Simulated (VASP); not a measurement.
A run of VASP 6.6.1 is set up as follows.

File INCAR:

```
SYSTEM = PbS
PREC     = Accurate       ! precision mode
ENCUT    = 520            ! plane-wave cutoff, eV
EDIFF    = 1E-6           ! SCF threshold, eV
ISMEAR   = -1             ! smearing method
SIGMA    = 0.05           ! smearing width, eV
LREAL    = .False.        ! projectors in reciprocal space
LASPH    = .True.         ! aspherical terms in the spheres
NELM     = 150            ! most SCF steps
ALGO     = Normal         ! electronic algorithm
ISIF     = 2              ! what is computed and relaxed
LWAVE    = .False.        ! write WAVECAR
LCHARG   = .False.        ! write CHGCAR
MAGMOM   = 0 0 0 0 0 0    ! initial moments
LORBIT   = 11             ! projections on sites
LSORBIT  = .True.         ! spin-orbit coupling
GGA_COMPAT= .False.      
LORBMOM  = .True.       
GGA      = PE             ! functional
NBANDS   = 32             ! bands
```

The input KPOINTS:

```
Automatic mesh
0
Gamma
  5 5 5
  0 0 0
```

File POSCAR:

```
PbS
1.0
    3.6536590000      0.0000000000      0.0000000000
    0.0000000000      3.6536590000      0.0000000000
    0.0000000000      0.0000000000      3.6536590000
Pb S
1 1
Direct
    0.0000000000      0.0000000000      0.0000000000
    0.5000000000      0.5000000000      0.5000000000
```

Potentials or basis: VASP PAW PBE potentials, release 64 (Pb_d, S).

The run is started by

```bash
$ cat potpaw_PBE.64/Pb_d/POTCAR potpaw_PBE.64/S/POTCAR > POTCAR
$ mpirun -np 1 vasp_ncl > vasp.out
```

Problem. Predict the net moment.

Solution. 0.00 μB per cell.

Problem. Estimate the pressure.

Solution. -0.6 GPa.

Moments on the atoms (μB; x, y, z):
```
Pb  0.00 0.00 0.00
S   0.00 0.00 0.00
```
